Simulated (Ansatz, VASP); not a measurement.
## W in VASP and in Ansatz

```
W
1.0
     0.00000    1.98627    1.98627
     1.98627    0.00000    1.98627
     1.98627    1.98627    0.00000
W
1
Cartesian
  0.0000 0.0000 0.0000
```

Alike in both runs: functional LDA; k mesh 8 × 8 × 8; occupations gaussian, width 0.1 eV; no spin polarisation.

Ansatz relaxed the structure, and its values are those at the end. VASP's run is a single point on that final structure, the one shown.

```csv
,VASP,Ansatz
version,VASP 6.6.1,Ansatz 0.2.0
potentials or method,"VASP PAW LDA potentials, release 64 (W_sv), cutoff 500 eV","scalar-relativistic, plane waves, PAW"
valence electrons in the cell,14,14
```

Ansatz gave:

| Property | Result |
| --- | --- |
| gap on the k mesh at the Fermi level (eV) | none |
| pressure (GPa) | 0.2 |

Problem. What did VASP give for the same quantities?

Solution. gap on the k mesh at the Fermi level (eV): none; pressure (GPa): 2.0.

LDA's correlation is that of Perdew and Zunger in VASP and of Perdew and Wang (1992) in Ansatz. A gap of «none» marks a metal or a gap that the smearing closes.

Spin-orbit coupling is off throughout.
